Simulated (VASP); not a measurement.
# Pt (Fm-3m) in VASP: notebook, part 2 of 2

VASP 6.6.1. The steps go on from the part before.

### 4 Single point, r2SCAN

POSCAR

```
Pt
1.0
    0.0000000000      1.9555000000      1.9555000000
    1.9555000000      0.0000000000      1.9555000000
    1.9555000000      1.9555000000      0.0000000000
Pt
1
Direct
    0.0000000000      0.0000000000      0.0000000000
```

INCAR.step1

```
PREC = Accurate
ENCUT = 550
ISMEAR = -1
SIGMA = 0.1
LREAL = False
LASPH = True
NELM = 120
NBANDS = 11
GGA = PE
ALGO = Normal
EDIFF = 1E-5
LWAVE = True
LCHARG = False
GGA_COMPAT = False
```

INCAR.step2

```
PREC = Accurate
ENCUT = 550
EDIFF = 1E-6
ISMEAR = -1
SIGMA = 0.1
LREAL = False
LASPH = True
NELM = 120
ALGO = Normal
ISIF = 2
LWAVE = False
LCHARG = False
METAGGA = R2SCAN
LMIXTAU = True
NBANDS = 11
ISTART = 1
GGA_COMPAT = False
```

KPOINTS

```
regular mesh
0
Gamma
  12 12 12
```

Potentials or basis: VASP PAW PBE potentials, release 64 (Pt).

Launch:

```console
cat potpaw_PBE.64/Pt/POTCAR > POTCAR
cp INCAR.step1 INCAR
mpirun -np 1 vasp_std > vasp.out
cp INCAR.step2 INCAR
mpirun -np 1 vasp_std > vasp.out
```

OUTCAR:

```text
PREC = Accurate
   ENCUT = 550
   EDIFF = 1E-6
   ISMEAR = -1
   LREAL = False
   LASPH = True
   NELM = 120
   ISIF = 2
   METAGGA = R2SCAN
   ISTART = 1

 ion  position               nearest neighbor table
   1  0.000  0.000  0.000-

  LATTYP: Found a face centered cubic cell.
 ALAT       =     3.9110000000

  Lattice vectors:

 A1 = (   0.0000000000,   1.9555000000,   1.9555000000)
 A2 = (   1.9555000000,   0.0000000000,   1.9555000000)
 A3 = (   1.9555000000,   1.9555000000,   0.0000000000)

Analysis of symmetry for initial positions (statically):
=====================================================================
 Subroutine PRICEL returns:
 Original cell was already a primitive cell.

 Routine SETGRP: Setting up the symmetry group for a
 face centered cubic supercell.

 Subroutine GETGRP returns: Found 48 space group operations
 (whereof 48 operations were pure point group operations)
 out of a pool of 48 trial point group operations.

The static configuration has the point symmetry O_h .

Analysis of symmetry for dynamics (positions and initial velocities):
=====================================================================
 Subroutine PRICEL returns:
 Original cell was already a primitive cell.

 Routine SETGRP: Setting up the symmetry group for a
 face centered cubic supercell.

 Subroutine GETGRP returns: Found 48 space group operations
 (whereof 48 operations were pure point group operations)
 out of a pool of 48 trial point group operations.

The dynamic configuration has the point symmetry O_h .

 Subroutine INISYM returns: Found 48 space group operations
 (whereof 48 operations are pure point group operations),
 and found     1 'primitive' translations

----------------------------------------------------------------------------------------

                                     Primitive cell

  volume of cell :      14.9556

  direct lattice vectors                    reciprocal lattice vectors
     0.000000000  1.955500000  1.955500000    -0.255689082  0.255689082  0.255689082
     1.955500000  0.000000000  1.955500000     0.255689082 -0.255689082  0.255689082
     1.955500000  1.955500000  0.000000000     0.255689082  0.255689082 -0.255689082

  length of vectors
     2.765494621  2.765494621  2.765494621     0.442866481  0.442866481  0.442866481

  position of ions in fractional coordinates (direct lattice)
     0.000000000  0.000000000  0.000000000

  ion indices of the primitive-cell ions
   primitive index   ion index
                 1           1

----------------------------------------------------------------------------------------

 KPOINTS: regular mesh

Automatic generation of k-mesh.
 Grid dimensions read from file:
 generate k-points for:   12   12   12

 Generating k-lattice:

  Cartesian coordinates                     Fractional coordinates (reciprocal lattice)
    -0.021307424  0.021307424  0.021307424     0.083333333  0.000000000  0.000000000
     0.021307424 -0.021307424  0.021307424     0.000000000  0.083333333  0.000000000
     0.021307424  0.021307424 -0.021307424     0.000000000  0.000000000  0.083333333

  Length of vectors
     0.036905540  0.036905540  0.036905540

  Shift w.r.t. Gamma in fractional coordinates (k-lattice)
     0.000000000  0.000000000  0.000000000

 Subroutine IBZKPT returns following result:
 ===========================================

 Found     72 irreducible k-points:

 Following reciprocal coordinates:
            Coordinates               Weight
  0.000000  0.000000  0.000000      1.000000
  0.083333  0.000000  0.000000      8.000000
  0.166667  0.000000  0.000000      8.000000
  0.250000  0.000000  0.000000      8.000000
  0.333333  0.000000  0.000000      8.000000
  0.416667  0.000000  0.000000      8.000000
[... 16 lines left out ...]
  0.500000  0.166667  0.000000     24.000000
 -0.416667  0.166667  0.000000     24.000000
 [... further k-points ...]
   k-points           NKPTS =     72   k-points in BZ     NKDIM =     72   number of bands    NBANDS=     11
   number of dos      NEDOS =    301   number of ions     NIONS =      1
   total plane-waves  NPLWV =  13824
   dimension x,y,z NGX =    24 NGY =   24 NGZ =   24
   dimension x,y,z NGXF=    48 NGYF=   48 NGZF=   48
   ions per type =               1
   NGX,Y,Z   is equivalent  to a cutoff of  14.43, 14.43, 14.43 a.u.
   NGXF,Y,Z  is equivalent  to a cutoff of  28.85, 28.85, 28.85 a.u.
 SYSTEM =  unknown system
   PREC   = accura    normal or accurate (medium, high low for compatibility)
   ISTART =      1    job   : 0-new  1-cont  2-samecut
   ICHARG =      0    charge: 1-file 2-atom 10-const
   ISPIN  =      1    spin polarized calculation?
   LNONCOLLINEAR =      F non collinear calculations
   LSORBIT =      F    spin-orbit coupling
   LASPH  =      T    aspherical Exc in radial PAW
   ENCUT  =  550.0 eV  40.42 Ry    6.36 a.u.   5.29  5.29  5.29*2*pi/ulx,y,z
   NELM   =    120;   NELMIN=  2; NELMDL=  0     # of ELM steps
   EDIFF  = 0.1E-05   stopping-criterion for ELM
   LREAL  =      F    real-space projection
   EDIFFG = 0.1E-04   stopping-criterion for IOM
   NSW    =      0    number of steps for IOM
   IBRION =     -1    ionic relax: 0-MD 1-quasi-New 2-CG
   NFREE  =      0    steps in history (QN), initial steepest desc. (CG)
   ISIF   =      2    stress and relaxation
   ISYM   =      2    0-nonsym 1-usesym 2-fastsym
   POTIM  = 0.5000    time-step for ionic-motion
   TEBEG  =    0.0;   TEEND  =   0.0 temperature during run
   PSTRESS=    0.0 pullay stress
   NELECT =      10.0000    total number of electrons
   NUPDOWN=      -1.0000    fix difference up-down
   EMIN   =  10.00;   EMAX   =-10.00  energy-range for DOS
   EFERMI =   0.00;   METHOD = LEGACY
   ISMEAR =    -1;   SIGMA  =   0.10  broadening in eV -4-tet -1-fermi 0-gaus
   EFERMI_NEDOS =   21; number of points for ismear=-14 and -15
   IALGO  =     38    algorithm
   IMIX   =      4    mixing-type and parameters
     AMIX     =   0.40;   BMIX     =  1.00
     AMIX_MAG =   1.60;   BMIX_MAG =  1.00
  volume/ion in A,a.u.               =      14.96       100.93
  Fermi-wavevector in a.u.,A,eV,Ry     =   1.431552  2.705240 27.882964  2.049340
  Thomas-Fermi vector in A             =   2.551276
   LORBIT       =      0    0 simple, 1 ext, 2 COOP (PROOUT), +10 PAW based schemes
   METAGGA = R2SCAN    functional components
   LHFCALC =     F    Hartree Fock is set to
   AEXX    =    0.0000 exact exchange contribution
   IVDW    =     0    specifies the selected vdW correction
   LEPSILON=     F    determine dielectric tensor
   LRPA    =     F    only Hartree local field effects (RPA)
 non-spin polarized calculation
  energy-cutoff  :      550.00
  volume of cell :       14.96
 maximum number of plane-waves:       448
 NGX is ok and might be reduce to    24
   NGX = 11   NGY = 11   NGZ = 11

 number of electron       9.9999999 magnetization

 Free energy of the ion-electron system (eV)
  ---------------------------------------------------
  ext. energy  EPLUGINS =         0.00000000
  ---------------------------------------------------
  free energy    TOTEN  =       -51.52206687 eV

  energy without entropy =      -51.47381817  energy(sigma->0) =      -51.49794252

 E-fermi :  11.2110     XC(G=0): -14.6913

 val. band max:       11.2024746358   @ k =  -0.4167   0.3333   0.0833
 cond. band min:      11.2119920215   @ k =  -0.2500   0.4167   0.1667
 fundamental gap:      0.0095173857
 Fermi energy:        11.2109562881

 k-point     1 :       0.0000    0.0000    0.0000
  band No.  band energies     occupation
      1       0.5840      2.00000
      2       7.2151      2.00000
      3       7.2151      2.00000
      4       7.2151      2.00000
      5       9.4139      2.00000
      6       9.4139      2.00000
      7      26.6340      0.00000
      8      31.8549      0.00000
      9      31.8549      0.00000
     10      31.8549      0.00000
     11      37.7545      0.00000

 k-point     2 :       0.0833    0.0000    0.0000
  band No.  band energies     occupation
      1       0.8757      2.00000
      2       7.0884      2.00000
      3       7.3285      2.00000
      4       7.3285      2.00000
      5       9.3540      2.00000
      6       9.3540      2.00000
      7      27.0788      0.00000
      8      30.5129      0.00000
      9      32.2994      0.00000
     10      32.2994      0.00000
     11      39.1049      0.00000
[... 295 lines left out ...]
 k-point    24 :      -0.4167    0.1667    0.0000
  band No.  band energies     occupation
      1       4.3711      2.00000
      2       6.5290      2.00000
      3       7.8296      2.00000
      4       8.2143      2.00000
      5      10.8683      1.93703
      6      14.4388      0.00000
      7      17.6140      0.00000
      8      26.8581      0.00000
      9      29.0579      0.00000
     10      30.7330      0.00000
     11      39.4454      0.00000

 [... further k-points ...]
[... 5 lines left out ...]
  --------------------------------------------------------------------------------------
  -------------------------------------------------------------------------------------
  Total        0.7172536      0.7172536      0.7172536      0.0000000      0.0000000     -0.0000000
  in kB       76.8386740     76.8386740     76.8386740      0.0000000      0.0000000     -0.0000000
  external PRESSURE =      76.8386740 kB  Pullay stress =       0.0000000 kB

 VOLUME and BASIS-vectors are now :
 -----------------------------------------------------------------------------
  energy-cutoff  :      550.00
  volume of cell :       14.96
      direct lattice vectors                 reciprocal lattice vectors
     0.000000000  1.955500000  1.955500000    -0.255689082  0.255689082  0.255689082
     1.955500000  0.000000000  1.955500000     0.255689082 -0.255689082  0.255689082
     1.955500000  1.955500000  0.000000000     0.255689082  0.255689082 -0.255689082

 POSITION                                       TOTAL-FORCE (eV/Angst)
 -----------------------------------------------------------------------------------
      0.00000      0.00000      0.00000         0.000000      0.000000      0.000000
 -----------------------------------------------------------------------------------
    total drift:                               -0.000000      0.000000     -0.000000

  FREE ENERGIE OF THE ION-ELECTRON SYSTEM (eV)
  ---------------------------------------------------
  free  energy   TOTEN  =       -51.5220668693 eV

  energy  without entropy=      -51.4738181703  energy(sigma->0) =      -51.49794252
```

OSZICAR.step1:

```text
N       E                     dE             d eps       ncg     rms          rms(c)
DAV:   1     0.410716809873E+02    0.41072E+02   -0.54664E+03  1608   0.883E+02
DAV:   2    -0.587370491246E+01   -0.46945E+02   -0.44532E+02  1796   0.180E+02
DAV:   3    -0.647255183282E+01   -0.59885E+00   -0.59563E+00  1851   0.198E+01
DAV:   4    -0.647492429891E+01   -0.23725E-02   -0.23723E-02  1818   0.143E+00
DAV:   5    -0.647494314966E+01   -0.18851E-04   -0.18850E-04  1872   0.120E-01    0.133E+01
DAV:   6    -0.614767710905E+01    0.32727E+00   -0.71493E-01  1707   0.681E+00    0.707E+00
DAV:   7    -0.610830199942E+01    0.39375E-01   -0.14717E-01  1809   0.298E+00    0.254E+00
DAV:   8    -0.610493321571E+01    0.33688E-02   -0.79554E-03  1719   0.773E-01    0.596E-01
DAV:   9    -0.610466798753E+01    0.26523E-03   -0.31520E-04  1755   0.153E-01    0.465E-02
DAV:  10    -0.610467093844E+01   -0.29509E-05   -0.59493E-06  1144   0.191E-02
   1 F= -.61046709E+01 E0= -.60792393E+01  d E =-.508633E-01
```

It took 31 s on 1 thread of Intel Xeon Platinum 8375C at 2.90GHz (Ice Lake), shared host; peak memory 0.15 GiB.

What came out:

```yaml
Free_energy: -51.5221 eV
Pressure: 7.7 GPa
Band_gap_on_the_k_mesh: zero (band 5 reaches 11.72 eV, above the bottom of band 6 at 9.31 eV)
```

Caveat: the PAW data sets were made with another functional, which shifts forces and pressure a little; spin-orbit coupling is left out, which moves the levels of the heavy elements.

### 5 Single point, r2SCAN

POSCAR is that of step 4.

INCAR.step1

```
  PREC = Accurate
  ENCUT = 550
  ISMEAR = 1
  SIGMA = 0.05
  LREAL = False
  LASPH = True
  NELM = 120
  NBANDS = 11
  GGA = PE
  ALGO = Normal
  EDIFF = 1E-5
  LWAVE = True
  LCHARG = False
  GGA_COMPAT = False
```

INCAR.step2

```
  PREC = Accurate
  ENCUT = 550
  EDIFF = 1E-6
  ISMEAR = 1
  SIGMA = 0.05
  LREAL = False
  LASPH = True
  NELM = 120
  ALGO = Normal
  ISIF = 2
  LWAVE = False
  LCHARG = True
  METAGGA = R2SCAN
  LMIXTAU = True
  LELF = True
  LVHAR = True
  NBANDS = 11
  ISTART = 1
  GGA_COMPAT = False
```

KPOINTS

```
Automatic mesh
0
Gamma
  12 12 12
```

Launch:

```console
cat potpaw_PBE.64/Pt/POTCAR > POTCAR
cp INCAR.step1 INCAR
mpirun -np 1 vasp_std > vasp.out
cp INCAR.step2 INCAR
mpirun -np 1 vasp_std > vasp.out
```

Run time: 29 s. Hardware: 1 thread of Intel Xeon Platinum 8375C at 2.90GHz (Ice Lake), shared host; peak memory 0.15 GiB.

Results (log left out):

```
Free energy            : -51.4940 eV
Pressure               : 7.4 GPa
Band gap on the k mesh : zero (band 5 reaches 11.73 eV, above the bottom of band 6 at 9.31 eV)
```

Levels at points of the mesh, in eV from the Fermi level:
```tsv
k point	band 3	band 4	band 5	band 6	band 7	band 8
(0.00, 0.00, 0.00)	-3.99	-3.99	-1.79	-1.79	15.42	20.65
(0.50, 0.00, 0.00)	-4.09	-0.37	0.01	0.01	6.21	15.07
(0.50, 0.50, 0.00)	-0.08	0.51	0.51	1.90	9.42	12.02
```

Caveat: the PAW data sets were made with another functional, which shifts forces and pressure a little; spin-orbit coupling is left out, which moves the levels of the heavy elements.

### 6 Single point, r2SCAN

POSCAR is that of step 5.

INCAR.step1

```
SYSTEM = Pt
PREC     = Accurate       ! precision mode
ENCUT    = 550            ! plane-wave cutoff, eV
ISMEAR   = -1             ! smearing method
SIGMA    = 0.01           ! smearing width, eV
LREAL    = .False.        ! projectors in reciprocal space
LASPH    = .True.         ! aspherical terms in the spheres
NELM     = 120            ! most SCF steps
NBANDS   = 11             ! bands
GGA      = PE             ! functional
ALGO     = Normal         ! electronic algorithm
EDIFF    = 1E-5           ! SCF threshold, eV
LWAVE    = .True.         ! write WAVECAR
LCHARG   = .False.        ! write CHGCAR
GGA_COMPAT= .False.
```

INCAR.step2

```
SYSTEM = Pt
PREC     = Accurate       ! precision mode
ENCUT    = 550            ! plane-wave cutoff, eV
EDIFF    = 1E-6           ! SCF threshold, eV
ISMEAR   = -1             ! smearing method
SIGMA    = 0.01           ! smearing width, eV
LREAL    = .False.        ! projectors in reciprocal space
LASPH    = .True.         ! aspherical terms in the spheres
NELM     = 120            ! most SCF steps
ALGO     = Normal         ! electronic algorithm
ISIF     = 2              ! what is computed and relaxed
LWAVE    = .False.        ! write WAVECAR
LCHARG   = .True.         ! write CHGCAR
METAGGA  = R2SCAN         ! meta-GGA
LMIXTAU  = .True.       
LELF     = .True.         ! ELF
LVHAR    = .True.       
NBANDS   = 11             ! bands
ISTART   = 1            
GGA_COMPAT= .False.
```

KPOINTS

```
regular mesh
0
Gamma
  12 12 12
  0 0 0
```

Potentials or basis: VASP PAW PBE potentials, release 64 (Pt).

Launch:

```console
cat potpaw_PBE.64/Pt/POTCAR > POTCAR
cp INCAR.step1 INCAR
mpirun -np 1 vasp_std > vasp.out
cp INCAR.step2 INCAR
mpirun -np 1 vasp_std > vasp.out
```

OUTCAR:

```text
SYSTEM = Pt
   PREC = Accurate
   ENCUT = 550
   EDIFF = 1E-6
   ISMEAR = -1
   LREAL = .False.
   LASPH = .True.
   NELM = 120
   ISIF = 2
   METAGGA = R2SCAN
   ISTART = 1

 ion  position               nearest neighbor table
   1  0.000  0.000  0.000-

  LATTYP: Found a face centered cubic cell.
 ALAT       =     3.9110000000

  Lattice vectors:

 A1 = (   0.0000000000,   1.9555000000,   1.9555000000)
 A2 = (   1.9555000000,   0.0000000000,   1.9555000000)
 A3 = (   1.9555000000,   1.9555000000,   0.0000000000)

Analysis of symmetry for initial positions (statically):
=====================================================================
 Subroutine PRICEL returns:
 Original cell was already a primitive cell.

 Routine SETGRP: Setting up the symmetry group for a
 face centered cubic supercell.

 Subroutine GETGRP returns: Found 48 space group operations
 (whereof 48 operations were pure point group operations)
 out of a pool of 48 trial point group operations.

The static configuration has the point symmetry O_h .

Analysis of symmetry for dynamics (positions and initial velocities):
[... 159 lines left out ...]
 val. band max:       11.2050484781   @ k =  -0.4167   0.3333   0.0833
 cond. band min:      11.2148094236   @ k =  -0.2500   0.4167   0.1667
 fundamental gap:      0.0097609455
 Fermi energy:        11.2096757124

 k-point     1 :       0.0000    0.0000    0.0000
  band No.  band energies     occupation
      1       0.5850      2.00000
      2       7.2172      2.00000
      3       7.2172      2.00000
      4       7.2172      2.00000
      5       9.4147      2.00000
      6       9.4147      2.00000
      7      26.6316      0.00000
      8      31.8560      0.00000
      9      31.8560      0.00000
     10      31.8560      0.00000
     11      37.7572      0.00000
[... 309 lines left out ...]
 k-point    24 :      -0.4167    0.1667    0.0000
  band No.  band energies     occupation
      1       4.3721      2.00000
      2       6.5305      2.00000
      3       7.8309      2.00000
      4       8.2161      2.00000
      5      10.8706      2.00000
      6      14.4408      0.00000
      7      17.6153      0.00000
      8      26.8593      0.00000
      9      29.0579      0.00000
     10      30.7329      0.00000
     11      39.4458      0.00000

 [... further k-points ...]
[... 5 lines left out ...]
  --------------------------------------------------------------------------------------
  -------------------------------------------------------------------------------------
  Total        0.6942694      0.6942694      0.6942694      0.0000000      0.0000000      0.0000000
  in kB       74.3763973     74.3763973     74.3763973      0.0000000      0.0000000      0.0000000
  external PRESSURE =      74.3763973 kB  Pullay stress =       0.0000000 kB

 VOLUME and BASIS-vectors are now :
 -----------------------------------------------------------------------------
  energy-cutoff  :      550.00
  volume of cell :       14.96
      direct lattice vectors                 reciprocal lattice vectors
     0.000000000  1.955500000  1.955500000    -0.255689082  0.255689082  0.255689082
     1.955500000  0.000000000  1.955500000     0.255689082 -0.255689082  0.255689082
     1.955500000  1.955500000  0.000000000     0.255689082  0.255689082 -0.255689082

 POSITION                                       TOTAL-FORCE (eV/Angst)
 -----------------------------------------------------------------------------------
      0.00000      0.00000      0.00000         0.000000      0.000000      0.000000
 -----------------------------------------------------------------------------------
    total drift:                               -0.000000      0.000000     -0.000000

  FREE ENERGIE OF THE ION-ELECTRON SYSTEM (eV)
  ---------------------------------------------------
  free  energy   TOTEN  =       -51.4941582640 eV

  energy  without entropy=      -51.4928436966  energy(sigma->0) =      -51.49350098
```

Wall time 31 s (1 thread of Intel Xeon Platinum 8375C at 2.90GHz (Ice Lake), shared host); peak memory 0.15 GiB.

Results:

```yaml
Free_energy: -51.4942 eV
Pressure: 7.4 GPa
Band_gap_on_the_k_mesh: zero (band 5 reaches 11.73 eV, above the bottom of band 6 at 9.31 eV)
```

Levels at points of the mesh, in eV from the Fermi level:
```
           k point  band 1  band 2  band 3  band 4  band 5  band 6  band 7  band 8  band 9  band 10
(0.00, 0.00, 0.00)  -10.62   -3.99   -3.99   -3.99   -1.79   -1.79   15.42   20.65   20.65    20.65
(0.50, 0.00, 0.00)   -7.69   -4.09   -4.09   -0.37    0.01    0.01    6.20   15.07   19.99    19.99
(0.50, 0.50, 0.00)   -7.42   -6.98   -0.08    0.51    0.51    1.90    9.42   12.02   12.02    21.37
```

Caveat: the PAW data sets were made with another functional, which shifts forces and pressure a little; spin-orbit coupling is left out, which moves the levels of the heavy elements.

### 7 Overview

| k mesh | smearing | gap on the mesh (eV) | pressure (GPa) |
| --- | --- | --- | --- |
| 6 × 6 × 6 | fermi-dirac 0.1 eV | none | 4.7 |
| 12 × 12 × 12 | fermi-dirac 0.1 eV | none | 7.7 |
| 12 × 12 × 12 | methfessel-paxton 0.05 eV | none | 7.4 |
| 12 × 12 × 12 | fermi-dirac 0.01 eV | none | 7.4 |

Alike in all rows: task single point; level r2SCAN; potentials or basis VASP PAW PBE potentials, release 64 (Pt); no spin polarisation; cell as given; cutoff (eV) 550.

Caveats: some runs use coarse meshes; the PAW data sets were made with another functional, which shifts forces and pressure a little; spin-orbit coupling is left out, which moves the levels of the heavy elements.

Total energies depend on the potentials used, so only differences within one code and one set of settings carry meaning.
